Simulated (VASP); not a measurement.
Here is a VASP 6.6.1 calculation.

The input INCAR:

```
SYSTEM = Si62Sn
  PREC = Accurate
  ENCUT = 520
  EDIFF = 1E-6
  ISMEAR = 0
  SIGMA = 0.05
  LREAL = Auto
  LASPH = .TRUE.
  NELM = 60
  ALGO = Normal
  ISIF = 2
  LWAVE = .FALSE.
  LCHARG = .FALSE.
  NELECT = 260.0
  NBANDS = 168
```

File KPOINTS:

```
regular mesh
0
G
  1 1 1
  0 0 0
```

The input POSCAR:

```
Si62Sn
1.0
   10.8600000000      0.0000000000      0.0000000000
    0.0000000000     10.8600000000      0.0000000000
    0.0000000000      0.0000000000     10.8600000000
Si Sn
62 1
Direct
    0.5059534468     -0.0052807637      0.0081076418
    0.6268695293      0.1262873003      0.1278515414
    0.7509186401      0.2501468053      0.0005206340
    0.8745383556      0.3770457130      0.1241410733
    0.7502334018      0.0020371168      0.2522491606
    0.8783053551      0.1260939549      0.3760772538
    0.0026485476      0.0020430075     -0.0001570238
    0.1264679063      0.1261158204      0.1279164489
    0.2519864733      0.2488748058      0.0009473901
    0.3746788636      0.3742390191      0.1279741800
    0.4987768044      0.4980206193     -0.0001815674
    0.6184355977      0.6297496503      0.1206101710
    0.8713201881      0.8823663766      0.1209191962
    0.2505093606      0.0020443385      0.2520339104
    0.3771382222      0.1235860930      0.3783714212
    0.4987337616      0.2500942084      0.2519872263
    0.6258668035      0.3757717123      0.3744785512
    0.7498217672      0.5056630090      0.2447077904
    0.8746467470      0.6261509869      0.3732917710
    0.5024946745     -0.0015743670      0.5029653547
    0.6273677783      0.1190032584      0.6314537138
    0.7513465099      0.2488698900      0.5015840491
    0.8783698288      0.3742305714      0.6242747183
    0.7585151906     -0.0052631557      0.7555486393
    0.8782580240      0.1262936788      0.8764737029
   -0.0048968478      0.5056602504     -0.0005792775
    0.1236907334      0.6261438575      0.1242456308
    0.2505353850      0.7498156759      0.0005489570
    0.3743061167      0.8739125189      0.1278564033
   -0.0001758594      0.2525548661      0.2494415431
    0.1259347234      0.3748457698      0.3755465052
    0.2483053701      0.5009427275      0.2495014300
    0.3747187057      0.6225321591      0.3761865833
    0.4987035865      0.7506099437      0.2522690876
    0.6260580939      0.8747511899      0.3760535499
    0.0024392907      0.0020337965      0.5001120643
    0.1287666394      0.1235819266      0.6267423409
    0.2510431598      0.2496850796      0.5006493244
    0.3771262833      0.3720321547      0.6267312029
    0.4987788574      0.4982848961      0.5000584612
    0.6269593167      0.6224275105      0.6239279125
    0.7509465617      0.7498143514      0.5001459097
    0.8782571414      0.8739106202      0.6239135463
    0.2533594941     -0.0015780689      0.7520982097
    0.3818474247      0.1189920647      0.8769794422
    0.5023756720      0.2473844542      0.7519895136
    0.6260470840      0.3742764695      0.8756587366
    0.7502134022      0.4980042016      0.7483778154
    0.8709879865      0.6297460460      0.8680388977
   -0.0046558291      0.7509394092      0.2449397343
    0.1251791408      0.8748181518      0.3747722340
   -0.0001042605      0.5009527972      0.4979158595
    0.1265842259      0.6225400523      0.6243237808
    0.2522885591      0.7495166609      0.5018870796
    0.3820525546      0.8736229593      0.6316551463
    0.0023941442      0.2501009411      0.7483366367
    0.1248852830      0.3757811951      0.8754664643
    0.2504607813      0.4982924092      0.7483785130
    0.3743231407      0.6224386503      0.8765602667
    0.5058894571      0.7419650343      0.7554855540
    0.0026635389      0.7506026698      0.7483163510
    0.1264441692      0.8747544513      0.8756655177
    0.6889952957      0.8116671071     -0.0613330765
```

Potentials or basis: VASP PAW LDA potentials, release 64 (Si, Sn_d).

Command:

```bash
$ cat potpaw_LDA.64/Si/POTCAR potpaw_LDA.64/Sn_d/POTCAR > POTCAR
$ mpirun -np 1 vasp_gam > vasp.out
```

(1) Estimate the largest force.

Answers

(1) 0.020 eV/Å.

Caveat: the k points lie up to 0.58 Å⁻¹ apart; the cell carries a net charge on a neutralising background, which shifts energy and pressure.
